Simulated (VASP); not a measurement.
Input of a VASP 6.6.1 run:

File INCAR:

```
PREC = Accurate
ENCUT = 520
EDIFF = 1E-6
ISMEAR = 0
SIGMA = 0.1
LREAL = Auto
LASPH = True
NELM = 80
ALGO = Normal
ISIF = 2
LWAVE = False
LCHARG = True
GGA = PE
IVDW = 12
LELF = True
LVHAR = True
NBANDS = 68
```

The input KPOINTS:

```
regular mesh
0
Gamma
  3 3 3
```

File POSCAR:

```
Al30Si
1.0
    8.1000000000      0.0000000000      0.0000000000
    0.0000000000      8.1000000000      0.0000000000
    0.0000000000      0.0000000000      8.1000000000
Si Al
1 30
Direct
    0.7505382208      0.0000000000     -0.2505382208
    0.7473694734      0.2440784855     -0.0016668690
    0.7478686652      0.0000000000      0.2493459254
   -0.0004813902      0.0000000000     -0.0017002736
    0.2521146439      0.2483252985     -0.0002365738
    0.4997468884      0.5000000000      0.0002531116
    0.7473694734      0.7559215145     -0.0016668690
    0.2522219505      0.0000000000      0.2477780495
    0.5002365738      0.2483252985      0.2478853561
    0.7504444261      0.5000000000      0.2503584938
    0.5017002736      0.0000000000      0.5004813902
    0.7504820852      0.2494740360      0.5012603279
    0.0000001538      0.5000000000      0.0002050088
    0.2521146439      0.7516747015     -0.0002365738
   -0.0004958432      0.2510196470      0.2502935162
    0.2501872248      0.5000000000      0.2498127752
    0.5002365738      0.7516747015      0.2478853561
   -0.0016953802      0.0000000000      0.5016953802
    0.2497064838      0.2510196470      0.5004958432
    0.4997949912      0.5000000000      0.4999998462
    0.7504820852      0.7505259640      0.5012603279
    0.2506540746      0.0000000000      0.7521313348
    0.5016668690      0.2440784855      0.7526305266
    0.7504017865      0.5000000000      0.7495982135
   -0.0004958432      0.7489803530      0.2502935162
   -0.0006633072      0.5000000000      0.5006633072
    0.2497064838      0.7489803530      0.5004958432
   -0.0012603279      0.2494740360      0.7495179148
    0.2496415062      0.5000000000      0.7495555739
    0.5016668690      0.7559215145      0.7526305266
   -0.0012603279      0.7505259640      0.7495179148
```

Potentials or basis: VASP PAW PBE potentials, release 64 (Si, Al).

Run with:

```sh
$ cat potpaw_PBE.64/Si/POTCAR potpaw_PBE.64/Al/POTCAR > POTCAR
$ mpirun -np 1 vasp_std > vasp.out
```

Task: Estimate the pressure.

Result: -4.7 GPa.

Task: Estimate the largest force.

Result: 0.007 eV/Å.

Task: Predict the dispersion energy per atom.

Result: -0.324 eV.

Stress tensor (GPa, compression positive):
```
-4.63  0.00  0.05
 0.00 -4.97  0.00
 0.05  0.00 -4.63
```
